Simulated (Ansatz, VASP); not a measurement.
# Mg2SO in VASP and in Ansatz

The input POSCAR:

```
Mg2SO
1.0
    3.6377426697      0.0000000000      0.0000000000
    0.0000000000      3.6377426697      0.0000000000
    0.0000000000      0.0000000000      4.8346326386
O Mg S
1 2 1
Direct
    0.0000000000      0.0000000000      0.0000000000
    0.0000000000      0.5000000000      0.8113169975
    0.5000000000      0.0000000000      0.1886830025
    0.5000000000      0.5000000000      0.5000000000
```

INCAR.step1

```
ALGO     = Normal         # electronic algorithm
EDIFF    = 1E-4           # SCF threshold, eV
ENCUT    = 520            # plane-wave cutoff, eV
GGA      = PE             # functional
ISMEAR   = 0              # smearing method
LASPH    = T              # aspherical terms in the spheres
LCHARG   = F              # write CHGCAR
LREAL    = F              # projectors in reciprocal space
LWAVE    = T              # write WAVECAR
NBANDS   = 16             # bands
NELM     = 100            # most SCF steps
PREC     = Accurate       # precision mode
SIGMA    = 0.01           # smearing width, eV
```

File INCAR.step2:

```
ALGO     = Normal         # electronic algorithm
EDIFF    = 1E-6           # SCF threshold, eV
ENCUT    = 520            # plane-wave cutoff, eV
ISIF     = 2              # what is computed and relaxed
ISMEAR   = 0              # smearing method
ISTART   = 1            
LASPH    = T              # aspherical terms in the spheres
LCHARG   = F              # write CHGCAR
LMIXTAU  = T            
LREAL    = F              # projectors in reciprocal space
LWAVE    = F              # write WAVECAR
METAGGA  = R2SCAN         # meta-GGA
NBANDS   = 16             # bands
NELM     = 100            # most SCF steps
PREC     = Accurate       # precision mode
SIGMA    = 0.01           # smearing width, eV
```

The input KPOINTS:

```
k-points
0
Gamma
  6 6 4
```

Input for Ansatz:

```yaml
crystal:
  lattice:
    - [3.6377426697, 0.0, 0.0]
    - [0.0, 3.6377426697, 0.0]
    - [0.0, 0.0, 4.8346326386]
  atoms:
    - { symbol: O, position: [0.0, 0.0, 0.0] }
    - { symbol: Mg, position: [0.0, 0.5, 0.8113169975] }
    - { symbol: S, position: [0.5, 0.5, 0.5] }
    - { symbol: Mg, position: [0.5, 0.0, 0.1886830025] }
kpoints:
  mp_grid: { grid: [6, 6, 4] }
hamiltonian:
  xc: r2scan
scf:
  occupations: { method: fixed }
  n_extra_bands: 5
output:
  forces: true
  stress: true
  eigenvalues: true
```

Alike in both runs: task single point; functional r2SCAN; k mesh 6 × 6 × 4; no spin polarisation.

```csv
,VASP,Ansatz
version,VASP 6.6.1,Ansatz 0.2.0
potentials or method,"VASP PAW PBE potentials, release 64 (O, Mg, S)","plane waves, PAW"
plane-wave cutoff (eV),520,500
occupations,"gaussian, width 0.01 eV",fixed
valence electrons in the cell,16,32
```

```csv
,VASP,Ansatz,Ansatz less VASP
gap on the k mesh at the Fermi level (eV),2.23,2.24,+0.017
pressure (GPa),2.3,2.8,+0.43
rms of the force components (eV/Å),0.022,0.024,+0.0023
```

VASP's potentials were made for PBE, not for r2SCAN. VASP's potentials hold 16 valence electrons a cell and Ansatz's 32, so a difference there can come from the potentials and not from the codes.
